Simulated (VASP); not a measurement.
# Si (a cell with a defect) in VASP: single point with PBE

Aim: the single point of Si (a cell with a defect) with PBE.

Everything below comes from runs of VASP 6.6.1. Logs are shortened: lines on timing, memory, paths and dates and some standing lists are left out, and cuts for length are marked.

## 1. The cell of the first run

The cell holds a defect, 17 atoms: a = 7.679 Å, b = 7.679 Å, c = 7.679 Å, α = 60.00°, β = 60.00°, γ = 60.00°.

## 2. Single point, PBE

Input file INCAR:

```
PREC = Accurate
ENCUT = 520
EDIFF = 1E-7
ISMEAR = 0
SIGMA = 0.05
LREAL = Auto
LASPH = True
NELM = 80
ALGO = Normal
ISIF = 2
LWAVE = False
LCHARG = False
GGA = PE
NBANDS = 48
```

Input file KPOINTS:

```
Automatic mesh
0
Gamma
  2 2 2
```

Input file POSCAR:

```
Si
1.0
    0.0000000000      5.4300000000      5.4300000000
    5.4300000000      0.0000000000      5.4300000000
    5.4300000000      5.4300000000      0.0000000000
Si
17
Direct
   -0.0162670350     -0.0161000000     -0.0156243094
    0.1091755064      0.1090616943      0.1095837937
    0.0095780847      0.0097767956      0.4765896869
    0.1263568140      0.1264824125      0.6150229282
    0.0096342541      0.4760729282      0.0101616943
    0.1263243094      0.6145327808      0.1269184162
    0.0102308471      0.4988096685      0.4992413444
    0.1485447514      0.6155672192      0.6160418048
    0.4760650092      0.0096977901      0.0100605893
    0.6143898711      0.1264272560      0.1269009208
    0.4987028545      0.0103921731      0.4992455801
    0.6154491713      0.1484917127      0.6162640884
    0.4986626151      0.4987731123      0.0107872928
    0.6153879374      0.6157511050      0.1489638122
    0.5157343462      0.5156100368      0.5161280847
    0.6407885820      0.6409666667      0.6413644567
    0.8131961326      0.8127580110      0.8133657459
```

Potentials or basis: VASP PAW PBE potentials, release 64 (Si).

Started as:

```console
> cat potpaw_PBE.64/Si/POTCAR > POTCAR
> mpirun -np 1 vasp_std > vasp.out
```

OUTCAR:

```text
PREC = Accurate
   ENCUT = 520
   EDIFF = 1E-7
   ISMEAR = 0
   LREAL = Auto
   LASPH = True
   NELM = 80
   ISIF = 2
   GGA = PE

 ion  position               nearest neighbor table
   1  0.984  0.984  0.984-  10 2.33   4 2.33   6 2.33   2 2.36
   2  0.109  0.109  0.110-   9 2.32   5 2.32   3 2.32   1 2.36
   3  0.010  0.010  0.477-   2 2.32   4 2.33  17 2.39  12 2.47   8 2.47
   4  0.126  0.126  0.615-   1 2.33   3 2.33   7 2.34  11 2.34
   5  0.010  0.476  0.010-   2 2.32   6 2.33  17 2.39   8 2.47  14 2.47
   6  0.126  0.615  0.127-   1 2.33   5 2.33   7 2.34  13 2.34
   7  0.010  0.499  0.499-  16 2.33   8 2.33   4 2.34   6 2.34
   8  0.149  0.616  0.616-  15 2.32   7 2.33  17 2.39   5 2.47   3 2.47
   9  0.476  0.010  0.010-   2 2.32  10 2.33  17 2.39  12 2.47  14 2.47
  10  0.614  0.126  0.127-   1 2.33   9 2.33  13 2.34  11 2.34
  11  0.499  0.010  0.499-  16 2.33  12 2.33   4 2.34  10 2.34
  12  0.615  0.148  0.616-  15 2.32  11 2.33  17 2.39   9 2.47   3 2.47
  13  0.499  0.499  0.011-  16 2.33  14 2.33   6 2.34  10 2.34
  14  0.615  0.616  0.149-  15 2.32  13 2.33  17 2.39   9 2.47   5 2.47
  15  0.516  0.516  0.516-  12 2.32  14 2.32   8 2.32  16 2.36
  16  0.641  0.641  0.641-  11 2.33  13 2.33   7 2.33  15 2.36
  17  0.813  0.813  0.813-   8 2.39   5 2.39   3 2.39  14 2.39  12 2.39   9 2.39

  LATTYP: Found a face centered cubic cell.
 ALAT       =    10.8600000000

  Lattice vectors:

 A1 = (   0.0000000000,   5.4300000000,   5.4300000000)
 A2 = (   5.4300000000,   0.0000000000,   5.4300000000)
 A3 = (   5.4300000000,   5.4300000000,   0.0000000000)

Analysis of symmetry for initial positions (statically):
=====================================================================
 Subroutine PRICEL returns:
 Original cell was already a primitive cell.

 Routine SETGRP: Setting up the symmetry group for a
 face centered cubic supercell.

 Subroutine GETGRP returns: Found  1 space group operations
 (whereof  1 operations were pure point group operations)
 out of a pool of 48 trial point group operations.

The static configuration has the point symmetry C_1 .

Analysis of symmetry for dynamics (positions and initial velocities):
=====================================================================
 Subroutine PRICEL returns:
 Original cell was already a primitive cell.

 Routine SETGRP: Setting up the symmetry group for a
 face centered cubic supercell.

 Subroutine GETGRP returns: Found  1 space group operations
 (whereof  1 operations were pure point group operations)
 out of a pool of 48 trial point group operations.

The dynamic configuration has the point symmetry C_1 .

 Subroutine INISYM returns: Found  1 space group operations
 (whereof  1 operations are pure point group operations),
 and found     1 'primitive' translations

----------------------------------------------------------------------------------------

                                     Primitive cell

  volume of cell :     320.2060

  direct lattice vectors                    reciprocal lattice vectors
     0.000000000  5.430000000  5.430000000    -0.092081031  0.092081031  0.092081031
     5.430000000  0.000000000  5.430000000     0.092081031 -0.092081031  0.092081031
     5.430000000  5.430000000  0.000000000     0.092081031  0.092081031 -0.092081031

  length of vectors
     7.679179644  7.679179644  7.679179644     0.159489025  0.159489025  0.159489025

  position of ions in fractional coordinates (direct lattice)
     0.983732965  0.983900000  0.984375691
     0.109175506  0.109061694  0.109583794
     0.009578085  0.009776796  0.476589687
     0.126356814  0.126482413  0.615022928
     0.009634254  0.476072928  0.010161694
     0.126324309  0.614532781  0.126918416
[... 9 lines left out ...]
     0.640788582  0.640966667  0.641364457
     0.813196133  0.812758011  0.813365746

  ion indices of the primitive-cell ions
   primitive index   ion index
                 1           1
                 2           2
                 3           3
                 4           4
                 5           5
                 6           6
[... 9 lines left out ...]
                16          16
                17          17

----------------------------------------------------------------------------------------

 KPOINTS: Automatic mesh

Automatic generation of k-mesh.
 Grid dimensions read from file:
 generate k-points for:    2    2    2

 Generating k-lattice:

  Cartesian coordinates                     Fractional coordinates (reciprocal lattice)
    -0.046040516  0.046040516  0.046040516     0.500000000  0.000000000  0.000000000
     0.046040516 -0.046040516  0.046040516     0.000000000  0.500000000  0.000000000
     0.046040516  0.046040516 -0.046040516     0.000000000  0.000000000  0.500000000

  Length of vectors
     0.079744512  0.079744512  0.079744512

  Shift w.r.t. Gamma in fractional coordinates (k-lattice)
     0.000000000  0.000000000  0.000000000

 Subroutine IBZKPT returns following result:
 ===========================================

 Found      8 irreducible k-points:

 Following reciprocal coordinates:
            Coordinates               Weight
  0.000000  0.000000  0.000000      1.000000
  0.500000  0.000000  0.000000      1.000000
  0.000000  0.500000  0.000000      1.000000
  0.000000  0.000000  0.500000      1.000000
  0.500000  0.500000  0.500000      1.000000
  0.500000  0.500000  0.000000      1.000000
  0.000000  0.500000  0.500000      1.000000
  0.500000  0.000000  0.500000      1.000000
   k-points           NKPTS =      8   k-points in BZ     NKDIM =      8   number of bands    NBANDS=     48
   number of dos      NEDOS =    301   number of ions     NIONS =     17
   total plane-waves  NPLWV = 216000
   dimension x,y,z NGX =    60 NGY =   60 NGZ =   60
   dimension x,y,z NGXF=   120 NGYF=  120 NGZF=  120
   ions per type =              17
   NGX,Y,Z   is equivalent  to a cutoff of  12.99, 12.99, 12.99 a.u.
   NGXF,Y,Z  is equivalent  to a cutoff of  25.98, 25.98, 25.98 a.u.
 SYSTEM =  unknown system
   PREC   = accura    normal or accurate (medium, high low for compatibility)
   ISTART =      0    job   : 0-new  1-cont  2-samecut
   ICHARG =      2    charge: 1-file 2-atom 10-const
   ISPIN  =      1    spin polarized calculation?
   LNONCOLLINEAR =      F non collinear calculations
   LSORBIT =      F    spin-orbit coupling
   LASPH  =      T    aspherical Exc in radial PAW
   ENCUT  =  520.0 eV  38.22 Ry    6.18 a.u.  14.28 14.28 14.28*2*pi/ulx,y,z
   NELM   =     80;   NELMIN=  2; NELMDL= -5     # of ELM steps
   EDIFF  = 0.1E-06   stopping-criterion for ELM
   LREAL  =      T    real-space projection
   EDIFFG = 0.1E-05   stopping-criterion for IOM
   NSW    =      0    number of steps for IOM
   IBRION =     -1    ionic relax: 0-MD 1-quasi-New 2-CG
   NFREE  =      0    steps in history (QN), initial steepest desc. (CG)
   ISIF   =      2    stress and relaxation
   ISYM   =      2    0-nonsym 1-usesym 2-fastsym
   POTIM  = 0.5000    time-step for ionic-motion
   TEBEG  =    0.0;   TEEND  =   0.0 temperature during run
   PSTRESS=    0.0 pullay stress
   NELECT =      68.0000    total number of electrons
   NUPDOWN=      -1.0000    fix difference up-down
   EMIN   =  10.00;   EMAX   =-10.00  energy-range for DOS
   EFERMI =   0.00;   METHOD = LEGACY
   ISMEAR =     0;   SIGMA  =   0.05  broadening in eV -4-tet -1-fermi 0-gaus
   EFERMI_NEDOS =   21; number of points for ismear=-14 and -15
   IALGO  =     38    algorithm
   IMIX   =      4    mixing-type and parameters
     AMIX     =   0.40;   BMIX     =  1.00
     AMIX_MAG =   1.60;   BMIX_MAG =  1.00
  volume/ion in A,a.u.               =      18.84       127.11
  Fermi-wavevector in a.u.,A,eV,Ry     =   0.976715  1.845724 12.979587  0.953973
  Thomas-Fermi vector in A             =   2.107356
   LORBIT       =      0    0 simple, 1 ext, 2 COOP (PROOUT), +10 PAW based schemes
   GGA     = PE    functional components
   LHFCALC =     F    Hartree Fock is set to
   AEXX    =    0.0000 exact exchange contribution
   IVDW    =     0    specifies the selected vdW correction
   LEPSILON=     F    determine dielectric tensor
   LRPA    =     F    only Hartree local field effects (RPA)
 non-spin polarized calculation
 Gauss-broadening in eV      SIGMA  =   0.05
  energy-cutoff  :      520.00
  volume of cell :      320.21
 maximum number of plane-waves:      8646
 NGX is ok and might be reduce to    60
   NGX = 29   NGY = 29   NGZ = 29

 number of electron      68.0000001 magnetization

 Free energy of the ion-electron system (eV)
  ---------------------------------------------------
  ext. energy  EPLUGINS =         0.00000000
  ---------------------------------------------------
  free energy    TOTEN  =       -87.68124621 eV

  energy without entropy =      -87.67204692  energy(sigma->0) =      -87.67664657

 E-fermi :   6.7419     XC(G=0):  -9.6886

 val. band max:        6.4797932369   @ k =   0.5000   0.5000   0.0000
 cond. band min:       6.7492612301   @ k =   0.0000   0.0000   0.0000
 fundamental gap:      0.2694679932
 Fermi energy:         6.7418854429

 k-point     1 :       0.0000    0.0000    0.0000
  band No.  band energies     occupation
      1      -6.2240      2.00000
      2      -3.9166      2.00000
      3      -3.6330      2.00000
      4      -3.6312      2.00000
      5      -3.4117      2.00000
      6      -2.5461      2.00000
[... 38 lines left out ...]
     45       8.7873      0.00000
     46       8.8123      0.00000

 k-point     2 :       0.5000    0.0000    0.0000
  band No.  band energies     occupation
      1      -5.7486      2.00000
      2      -5.0059      2.00000
      3      -3.6459      2.00000
      4      -3.4358      2.00000
      5      -3.1865      2.00000
      6      -3.0359      2.00000
[... 286 lines left out ...]
 k-point     8 :       0.5000    0.0000    0.5000
  band No.  band energies     occupation
      1      -5.6191      2.00000
      2      -4.7172      2.00000
      3      -4.0648      2.00000
      4      -3.8803      2.00000
      5      -3.8008      2.00000
      6      -3.6482      2.00000
[... 38 lines left out ...]
     45      10.4077      0.00000
     46      10.4768      0.00000
 [bands above 46 left out]

------------------------ aborting loop because EDIFF is reached ----------------------------------------

  FORCE on cell =-STRESS in cart. coord.  units (eV):
  Direction    XX          YY          ZZ          XY          YZ          ZX
  --------------------------------------------------------------------------------------
  -------------------------------------------------------------------------------------
  Total        9.9624371      9.9597740      9.9507962     -0.9545570     -0.9490050     -0.9496517
  in kB       49.8478795     49.8345544     49.7896336     -4.7762052     -4.7484250     -4.7516610
  external PRESSURE =      49.8240225 kB  Pullay stress =       0.0000000 kB

 VOLUME and BASIS-vectors are now :
 -----------------------------------------------------------------------------
  energy-cutoff  :      520.00
  volume of cell :      320.21
      direct lattice vectors                 reciprocal lattice vectors
     0.000000000  5.430000000  5.430000000    -0.092081031  0.092081031  0.092081031
     5.430000000  0.000000000  5.430000000     0.092081031 -0.092081031  0.092081031
     5.430000000  5.430000000  0.000000000     0.092081031  0.092081031 -0.092081031

 POSITION                                       TOTAL-FORCE (eV/Angst)
 -----------------------------------------------------------------------------------
     10.68774     10.68683     10.68425        -0.025297     -0.020366     -0.021740
      1.18724      1.18786      1.18503        -0.003651     -0.013739     -0.014599
      2.64097      2.63989      0.10510         0.001603      0.003065     -0.000494
      4.02637      4.02569      1.37292        -0.007716     -0.007423      0.008785
      2.64025      0.10749      2.63739         0.003828      0.003993     -0.000845
      4.02608      1.37511      4.02285        -0.006420      0.008726     -0.005979
[... 9 lines left out ...]
      6.96306      6.96209      6.95993         0.020596      0.024321      0.023011
      8.82985      8.83223      8.82893         0.010783     -0.007149     -0.003953
 -----------------------------------------------------------------------------------
    total drift:                                0.006968      0.007580      0.008507

  FREE ENERGIE OF THE ION-ELECTRON SYSTEM (eV)
  ---------------------------------------------------
  free  energy   TOTEN  =       -87.6812462120 eV

  energy  without entropy=      -87.6720469189  energy(sigma->0) =      -87.67664657
```

Wall time 5.1 min (1 thread of Intel Xeon 6975P-C, shared host); peak memory 0.48 GiB.

Results:

```
Free energy            : -87.6812 eV
Pressure               : 5.0 GPa
Largest force          : 0.039 eV/Å
Band gap on the k mesh : zero (band 34 reaches 6.77 eV, above the bottom of band 35 at 6.75 eV)
```

Forces in eV/Å, atoms in the order of the input:
```
Si  -0.025 -0.020 -0.022
Si  -0.004 -0.014 -0.015
Si   0.002  0.003  0.000
Si  -0.008 -0.007  0.009
Si   0.004  0.004 -0.001
Si  -0.006  0.009 -0.006
Si  -0.010  0.006  0.006
Si  -0.004 -0.002  0.002
Si  -0.004  0.007  0.004
Si   0.012 -0.005 -0.004
Si   0.006 -0.013  0.005
Si  -0.008  0.005  0.000
Si   0.007  0.006 -0.012
Si  -0.006 -0.001  0.006
Si   0.012  0.005  0.010
Si   0.021  0.024  0.023
Si   0.011 -0.007 -0.004
```

Stress tensor (GPa, compression positive):
```
 4.98 -0.48 -0.48
-0.48  4.98 -0.47
-0.48 -0.47  4.98
```

Caveat: the k points lie up to 0.50 Å⁻¹ apart.
